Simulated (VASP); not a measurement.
Write the native input for VASP 6.6.1 that does the following.

| Quantity | Value |
| --- | --- |
| Task | relaxation of volume and atoms at fixed shape |
| Functional | LDA |
| Potentials or basis | VASP PAW LDA potentials, release 64 (Mo_sv, Pt_sv_GW) |
| Cutoff | 570 eV |
| k mesh | 8 × 8 × 5 |
| Occupations | fermi-dirac, width 0.1 eV |
| Spin | no spin polarisation |
| Dipole correction | no |
| Further INCAR settings | ALGO = Normal; EDIFF = 1e-07; IBRION = 2; EDIFFG = -0.03; NSW = 60; ISIF = 8 |

The structure of MoPt lies in POSCAR:

```
MoPt
1.0
    2.8214750000      0.0000000000      0.0000000000
   -1.4107375000      2.4434690261      0.0000000000
    0.0000000000      0.0000000000      4.5270880000
Mo Pt
1 1
Direct
    0.6666666667      0.3333333333      0.0000000000
    0.3333333333      0.6666666667      0.5000000000
```

The input as run:

INCAR

```
PREC     = Accurate       # precision mode
ENCUT    = 570            # plane-wave cutoff, eV
EDIFF    = 1E-7           # SCF threshold, eV
ISMEAR   = -1             # smearing method
SIGMA    = 0.1            # smearing width, eV
LREAL    = F              # projectors in reciprocal space
LASPH    = T              # aspherical terms in the spheres
NELM     = 120            # most SCF steps
ALGO     = Normal         # electronic algorithm
ISIF     = 8              # what is computed and relaxed
LWAVE    = F              # write WAVECAR
LCHARG   = F              # write CHGCAR
IBRION   = 2              # ionic algorithm
NSW      = 60             # ionic steps
EDIFFG   = -0.03          # ionic threshold
GGA_COMPAT= F            
NELMIN   = 4
```

KPOINTS

```
Automatic mesh
0
Gamma
  8 8 5
```

Potentials or basis: VASP PAW LDA potentials, release 64 (Mo_sv, Pt_sv_GW).

The run is started by

```sh
$ cat potpaw_LDA.64/Mo_sv/POTCAR potpaw_LDA.64/Pt_sv_GW/POTCAR > POTCAR
$ mpirun -np 1 vasp_std > vasp.out
```

Results of the run:

The relaxed volume is 14.77 Å³/atom and the relaxed cell is a = 2.770 Å, b = 2.770 Å, c = 4.445 Å, α = 90.00°, β = 90.00°, γ = 120.00°. The space group after relaxing (to 0.1 Å) is P-6m2 (No. 187), the energy gained by relaxing is 42.4 meV/atom and the ionic steps are 4. The pressure after relaxing is -0.3 GPa and the band gap on the k mesh is zero (bands 16 and 17 overlap by 2.04 eV).

Caveat: spin-orbit coupling is left out, which moves the levels of the heavy elements.

It took 66 s on 1 thread of Intel(R) Xeon(R) Platinum 8259CL CPU @ 2.50GHz (Skylake/Cascade Lake), with other jobs on the host, peak memory 0.16 GiB.
